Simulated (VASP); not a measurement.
# CsPbBr3 (R-3m) in VASP: a series of runs

CsPbBr3 is run at these levels: PBEsol; tasks: single point.

Everything below comes from runs of VASP 6.6.1. Logs are shortened: lines on timing, memory, paths and dates and some standing lists are left out, and cuts for length are marked.

**1. The cell of the first run**

Symmetry: R-3m, No. 166, trigonal system. The conventional cell has a = 9.842 Å, b = 9.842 Å, c = 7.233 Å, α = 90.00°, β = 90.00°, γ = 120.00°. Within 5.0 Å of Cs (site symmetry -3m) lie 2 Pb at 3.62 Å and 12 Br at 3.73 to 4.92 Å. Within 4.1 Å of Pb (site symmetry -3m) lie 6 Br at 3.09 Å and 2 Cs at 3.62 Å. Within 4.1 Å of Br (site symmetry 2/m) lie 2 Pb at 3.09 Å and 2 Cs at 3.73 Å and 4 Br at 3.73 Å.

**2. Single point, PBEsol**

INCAR

```
PREC = Accurate
ENCUT = 520
EDIFF = 1E-6
ISMEAR = 0
SIGMA = 0.05
LREAL = False
LASPH = True
NELM = 60
ALGO = Normal
ISIF = 2
LWAVE = False
LCHARG = False
GGA = PS
NBANDS = 30
```

KPOINTS

```
regular mesh
0
Gamma
  6 6 6
```

POSCAR

```
CsPbBr3
1.0
    6.0317006237     -0.9279539421     -0.9279539421
   -0.9279539421      6.0317006237     -0.9279539421
   -0.9279539421     -0.9279539421      6.0317006237
Cs Pb Br
1 1 3
Direct
    0.0000000000      0.0000000000      0.0000000000
    0.5000000000      0.5000000000      0.5000000000
    0.0000000000      0.5000000000      0.5000000000
    0.5000000000      0.0000000000      0.5000000000
    0.5000000000      0.5000000000      0.0000000000
```

Potentials or basis: VASP PAW PBE potentials, release 64 (Cs_sv, Pb_d, Br).

Run with:

```bash
> cat potpaw_PBE.64/Cs_sv/POTCAR potpaw_PBE.64/Pb_d/POTCAR potpaw_PBE.64/Br/POTCAR > POTCAR
> mpirun -np 1 vasp_std > vasp.out
```

OUTCAR:

```text
PREC = Accurate
   ENCUT = 520
   EDIFF = 1E-6
   ISMEAR = 0
   LREAL = False
   LASPH = True
   NELM = 60
   ISIF = 2
   GGA = PS

 ion  position               nearest neighbor table
   1  0.000  0.000  0.000-   2 3.62   2 3.62
   2  0.500  0.500  0.500-   3 3.09   4 3.09   4 3.09   3 3.09   5 3.09   5 3.09   1 3.62   1 3.62

   3  0.000  0.500  0.500-   2 3.09   2 3.09
   4  0.500  0.000  0.500-   2 3.09   2 3.09
   5  0.500  0.500  0.000-   2 3.09   2 3.09

  LATTYP: Found a trigonal (rhomboedric) cell.
 ALAT       =     6.1728121186
 COS(alpha) =    -0.2711864407

  Lattice vectors:

 A1 = (   6.0317006237,  -0.9279539421,  -0.9279539421)
 A2 = (  -0.9279539421,   6.0317006237,  -0.9279539421)
 A3 = (  -0.9279539421,  -0.9279539421,   6.0317006237)

Analysis of symmetry for initial positions (statically):
=====================================================================
 Subroutine PRICEL returns:
 Original cell was already a primitive cell.

 Routine SETGRP: Setting up the symmetry group for a
 trigonal (rhombohedral) supercell.

 Subroutine GETGRP returns: Found 12 space group operations
 (whereof 12 operations were pure point group operations)
 out of a pool of 12 trial point group operations.

The static configuration has the point symmetry D_3d.

Analysis of symmetry for dynamics (positions and initial velocities):
=====================================================================
 Subroutine PRICEL returns:
 Original cell was already a primitive cell.

 Routine SETGRP: Setting up the symmetry group for a
 trigonal (rhombohedral) supercell.

 Subroutine GETGRP returns: Found 12 space group operations
 (whereof 12 operations were pure point group operations)
 out of a pool of 12 trial point group operations.

The dynamic configuration has the point symmetry D_3d.

 Subroutine INISYM returns: Found 12 space group operations
 (whereof 12 operations are pure point group operations),
 and found     1 'primitive' translations

----------------------------------------------------------------------------------------

                                     Primitive cell

  volume of cell :     202.2620

  direct lattice vectors                    reciprocal lattice vectors
     6.031700624 -0.927953942 -0.927953942     0.175615357  0.031930065  0.031930065
    -0.927953942  6.031700624 -0.927953942     0.031930065  0.175615357  0.031930065
    -0.927953942 -0.927953942  6.031700624     0.031930065  0.031930065  0.175615357

  length of vectors
     6.172812119  6.172812119  6.172812119     0.181327912  0.181327912  0.181327912

  position of ions in fractional coordinates (direct lattice)
     0.000000000  0.000000000  0.000000000
     0.500000000  0.500000000  0.500000000
     1.000000000  0.500000000  0.500000000
     0.500000000  1.000000000  0.500000000
     0.500000000  0.500000000  1.000000000

  ion indices of the primitive-cell ions
   primitive index   ion index
                 1           1
                 2           2
                 3           3
                 4           4
                 5           5

----------------------------------------------------------------------------------------

 KPOINTS: regular mesh

Automatic generation of k-mesh.
 Grid dimensions read from file:
 generate k-points for:    6    6    6

 Generating k-lattice:

  Cartesian coordinates                     Fractional coordinates (reciprocal lattice)
     0.029269226  0.005321677  0.005321677     0.166666667 -0.000000000 -0.000000000
     0.005321677  0.029269226  0.005321677    -0.000000000  0.166666667 -0.000000000
     0.005321677  0.005321677  0.029269226    -0.000000000 -0.000000000  0.166666667

  Length of vectors
     0.030221319  0.030221319  0.030221319

  Shift w.r.t. Gamma in fractional coordinates (k-lattice)
     0.000000000  0.000000000  0.000000000

 Subroutine IBZKPT returns following result:
 ===========================================

 Found     32 irreducible k-points:

 Following reciprocal coordinates:
            Coordinates               Weight
  0.000000  0.000000  0.000000      1.000000
  0.166667  0.000000  0.000000      6.000000
  0.333333  0.000000  0.000000      6.000000
  0.500000  0.000000  0.000000      3.000000
  0.166667  0.166667  0.000000      6.000000
  0.333333  0.166667  0.000000     12.000000
[... 16 lines left out ...]
  0.500000  0.500000  0.166667      6.000000
 -0.333333  0.500000  0.166667     12.000000
 [... further k-points ...]
   k-points           NKPTS =     32   k-points in BZ     NKDIM =     32   number of bands    NBANDS=     30
   number of dos      NEDOS =    301   number of ions     NIONS =      5
   total plane-waves  NPLWV = 110592
   dimension x,y,z NGX =    48 NGY =   48 NGZ =   48
   dimension x,y,z NGXF=    96 NGYF=   96 NGZF=   96
   ions per type =               1   1   3
   NGX,Y,Z   is equivalent  to a cutoff of  12.93, 12.93, 12.93 a.u.
   NGXF,Y,Z  is equivalent  to a cutoff of  25.85, 25.85, 25.85 a.u.
 SYSTEM =  unknown system
   PREC   = accura    normal or accurate (medium, high low for compatibility)
   ISTART =      0    job   : 0-new  1-cont  2-samecut
   ICHARG =      2    charge: 1-file 2-atom 10-const
   ISPIN  =      1    spin polarized calculation?
   LNONCOLLINEAR =      F non collinear calculations
   LSORBIT =      F    spin-orbit coupling
   LASPH  =      T    aspherical Exc in radial PAW
   ENCUT  =  520.0 eV  38.22 Ry    6.18 a.u.  11.48 11.48 11.48*2*pi/ulx,y,z
   NELM   =     60;   NELMIN=  2; NELMDL= -5     # of ELM steps
   EDIFF  = 0.1E-05   stopping-criterion for ELM
   LREAL  =      F    real-space projection
   EDIFFG = 0.1E-04   stopping-criterion for IOM
   NSW    =      0    number of steps for IOM
   IBRION =     -1    ionic relax: 0-MD 1-quasi-New 2-CG
   NFREE  =      0    steps in history (QN), initial steepest desc. (CG)
   ISIF   =      2    stress and relaxation
   ISYM   =      2    0-nonsym 1-usesym 2-fastsym
   POTIM  = 0.5000    time-step for ionic-motion
   TEBEG  =    0.0;   TEEND  =   0.0 temperature during run
   PSTRESS=    0.0 pullay stress
   NELECT =      44.0000    total number of electrons
   NUPDOWN=      -1.0000    fix difference up-down
   EMIN   =  10.00;   EMAX   =-10.00  energy-range for DOS
   EFERMI =   0.00;   METHOD = LEGACY
   ISMEAR =     0;   SIGMA  =   0.05  broadening in eV -4-tet -1-fermi 0-gaus
   EFERMI_NEDOS =   21; number of points for ismear=-14 and -15
   IALGO  =     38    algorithm
   IMIX   =      4    mixing-type and parameters
     AMIX     =   0.40;   BMIX     =  1.00
     AMIX_MAG =   1.60;   BMIX_MAG =  1.00
  volume/ion in A,a.u.               =      40.45       272.99
  Fermi-wavevector in a.u.,A,eV,Ry     =   0.984587  1.860600 13.189657  0.969412
  Thomas-Fermi vector in A             =   2.115831
   LORBIT       =      0    0 simple, 1 ext, 2 COOP (PROOUT), +10 PAW based schemes
   GGA     = PS    functional components
   LHFCALC =     F    Hartree Fock is set to
   AEXX    =    0.0000 exact exchange contribution
   IVDW    =     0    specifies the selected vdW correction
   LEPSILON=     F    determine dielectric tensor
   LRPA    =     F    only Hartree local field effects (RPA)
 non-spin polarized calculation
 Gauss-broadening in eV      SIGMA  =   0.05
  energy-cutoff  :      520.00
  volume of cell :      202.26
 maximum number of plane-waves:      5475
 NGX is ok and might be reduce to    48

 number of electron      44.0000012 magnetization

 Free energy of the ion-electron system (eV)
  ---------------------------------------------------
  ext. energy  EPLUGINS =         0.00000000
  ---------------------------------------------------
  free energy    TOTEN  =       -15.63300184 eV

  energy without entropy =      -15.63300184  energy(sigma->0) =      -15.63300184

 E-fermi :   0.4094     XC(G=0):  -7.7844

 val. band max:        0.1990789564   @ k =   0.5000   0.5000   0.5000
 cond. band min:       0.8463002242   @ k =   0.5000   0.5000   0.5000
 fundamental gap:      0.6472212679
 Fermi energy:         0.4094398226

 k-point     1 :       0.0000    0.0000    0.0000
  band No.  band energies     occupation
      1     -20.4821      2.00000
      2     -16.3856      2.00000
      3     -16.3438      2.00000
      4     -16.3438      2.00000
      5     -16.2109      2.00000
      6     -16.2109      2.00000
[... 22 lines left out ...]
     29       6.1876      0.00000
     30       6.4460      0.00000

 k-point     2 :       0.1667    0.0000    0.0000
  band No.  band energies     occupation
      1     -20.4812      2.00000
      2     -16.3870      2.00000
      3     -16.3439      2.00000
      4     -16.3409      2.00000
      5     -16.2110      2.00000
      6     -16.2090      2.00000
[... 22 lines left out ...]
     29       6.6282      0.00000
     30       6.7355      0.00000

 k-point     3 :       0.3333    0.0000    0.0000
  band No.  band energies     occupation
      1     -20.4794      2.00000
      2     -16.3900      2.00000
      3     -16.3439      2.00000
      4     -16.3351      2.00000
      5     -16.2113      2.00000
      6     -16.2047      2.00000
[... 22 lines left out ...]
     29       6.9248      0.00000
     30       7.5019      0.00000

 k-point     4 :       0.5000    0.0000    0.0000
  band No.  band energies     occupation
      1     -20.4785      2.00000
      2     -16.3915      2.00000
      3     -16.3440      2.00000
      4     -16.3323      2.00000
      5     -16.2114      2.00000
      6     -16.2024      2.00000
[... 616 lines left out ...]
     29       6.7483      0.00000
     30       7.6776      0.00000

 k-point    23 :       0.5000    0.5000    0.1667
  band No.  band energies     occupation
      1     -20.4800      2.00000
      2     -16.3846      2.00000
      3     -16.3349      2.00000
      4     -16.3268      2.00000
      5     -16.2053      2.00000
      6     -16.1974      2.00000
[... 22 lines left out ...]
     29       6.9033      0.00000
     30       7.0572      0.00000

 k-point    24 :      -0.3333    0.5000    0.1667
  band No.  band energies     occupation
      1     -20.4790      2.00000
      2     -16.3885      2.00000
      3     -16.3359      2.00000
      4     -16.3286      2.00000
      5     -16.2059      2.00000
      6     -16.1992      2.00000
[... 22 lines left out ...]
     29       6.9208      0.00000
     30       7.0685      0.00000

 [... further k-points ...]

------------------------ aborting loop because EDIFF is reached ----------------------------------------

  FORCE on cell =-STRESS in cart. coord.  units (eV):
  Direction    XX          YY          ZZ          XY          YZ          ZX
  --------------------------------------------------------------------------------------
  -------------------------------------------------------------------------------------
  Total       -1.0568600     -1.0568600     -1.0568600      2.7198873      2.7198873      2.7198873
  in kB       -8.3717015     -8.3717015     -8.3717015     21.5450343     21.5450343     21.5450343
  external PRESSURE =      -8.3717015 kB  Pullay stress =       0.0000000 kB

 VOLUME and BASIS-vectors are now :
 -----------------------------------------------------------------------------
  energy-cutoff  :      520.00
  volume of cell :      202.26
      direct lattice vectors                 reciprocal lattice vectors
     6.031700624 -0.927953942 -0.927953942     0.175615357  0.031930065  0.031930065
    -0.927953942  6.031700624 -0.927953942     0.031930065  0.175615357  0.031930065
    -0.927953942 -0.927953942  6.031700624     0.031930065  0.031930065  0.175615357

 POSITION                                       TOTAL-FORCE (eV/Angst)
 -----------------------------------------------------------------------------------
      0.00000      0.00000      0.00000         0.000000     -0.000000     -0.000000
      2.08790      2.08790      2.08790        -0.000000      0.000000      0.000000
     -0.92795      2.55187      2.55187        -0.000000      0.000000     -0.000000
      2.55187     -0.92795      2.55187         0.000000     -0.000000     -0.000000
      2.55187      2.55187     -0.92795        -0.000000     -0.000000     -0.000000
 -----------------------------------------------------------------------------------
    total drift:                                0.000000     -0.000000     -0.000000

  FREE ENERGIE OF THE ION-ELECTRON SYSTEM (eV)
  ---------------------------------------------------
  free  energy   TOTEN  =       -15.6330018446 eV

  energy  without entropy=      -15.6330018446  energy(sigma->0) =      -15.63300184
```

Wall time 2.6 min (1 thread of AMD EPYC 9R45 (Zen 5), shared host); peak memory 0.41 GiB.

Results:

| Property | Result |
| --- | --- |
| Free energy | -15.6330 eV |
| Pressure | -0.8 GPa |
| Band gap on the k mesh | 0.65 eV |

Stress tensor (GPa, compression positive):
```
-0.84  2.15  2.15
 2.15 -0.84  2.15
 2.15  2.15 -0.84
```

Caveat: the PAW data sets were made with another functional, which shifts forces and pressure a little; spin-orbit coupling is left out, which moves the levels of the heavy elements. A k mesh can miss the band edges.

**3. Single point, PBEsol**

This run uses another cell than the first one, of the same volume but with other edges.

INCAR

```
SYSTEM = CsPbBr3
  PREC = Accurate
  ENCUT = 520
  EDIFF = 1E-6
  ISMEAR = 0
  SIGMA = 0.05
  LREAL = .FALSE.
  LASPH = .TRUE.
  NELM = 80
  ALGO = Normal
  ISIF = 2
  LWAVE = .FALSE.
  LCHARG = .FALSE.
  GGA = PS
  NBANDS = 30
```

KPOINTS

```
Automatic mesh
0
G
  6 6 6
  0 0 0
```

Edit POSCAR of step 2 so:

```diff
@@ -2,5 +2,5 @@
 1.0
-    6.0317006237     -0.9279539421     -0.9279539421
-   -0.9279539421      6.0317006237     -0.9279539421
-   -0.9279539421     -0.9279539421      6.0317006237
+    5.8869280961     -0.3098383208     -0.3098383208
+   -0.3098383208      5.8869280961     -0.3098383208
+   -0.3098383208     -0.3098383208      5.8869280961
 Cs Pb Br
```

Potentials or basis: VASP PAW PBE potentials, release 64 (Cs_sv, Pb_d, Br).

Run with:

```bash
> cat potpaw_PBE.64/Cs_sv/POTCAR potpaw_PBE.64/Pb_d/POTCAR potpaw_PBE.64/Br/POTCAR > POTCAR
> mpirun -np 1 vasp_std > vasp.out
```

Run time: 2.2 min. Hardware: 1 thread of AMD EPYC 9R45 (Zen 5), shared host; peak memory 0.41 GiB.

It converged, with:

```
Free energy            : -16.7127 eV
Pressure               : -0.1 GPa
Band gap on the k mesh : 1.13 eV
```

Stress tensor (GPa, compression positive):
```
-0.10  0.48  0.48
 0.48 -0.10  0.48
 0.48  0.48 -0.10
```

Levels at points of the mesh, in eV from the valence-band top:
| k point | band 18 | band 19 | band 20 | band 21 | band 22 | band 23 | band 24 | band 25 | band 26 | band 27 |
| --- | --- | --- | --- | --- | --- | --- | --- | --- | --- | --- |
| (0.00, 0.00, 0.00) | -2.19 | -2.19 | -1.67 | -1.67 | -1.63 | 3.05 | 4.09 | 4.09 | 4.67 | 5.18 |
| (0.50, 0.00, 0.00) | -2.16 | -2.13 | -2.11 | -1.70 | -1.36 | 2.44 | 4.43 | 4.95 | 5.02 | 5.07 |
| (0.50, 0.50, 0.00) | -2.28 | -2.17 | -2.17 | -1.43 | -0.67 | 1.88 | 2.17 | 4.84 | 5.15 | 5.56 |
| (0.50, 0.50, 0.50) | -2.19 | -1.43 | -1.43 | -1.41 | 0.00 | 1.13 | 1.66 | 1.66 | 4.62 | 5.15 |

Caveat: the PAW data sets were made with another functional, which shifts forces and pressure a little; spin-orbit coupling is left out, which moves the levels of the heavy elements. A k mesh can miss the band edges.

[end of part 1 of 2]
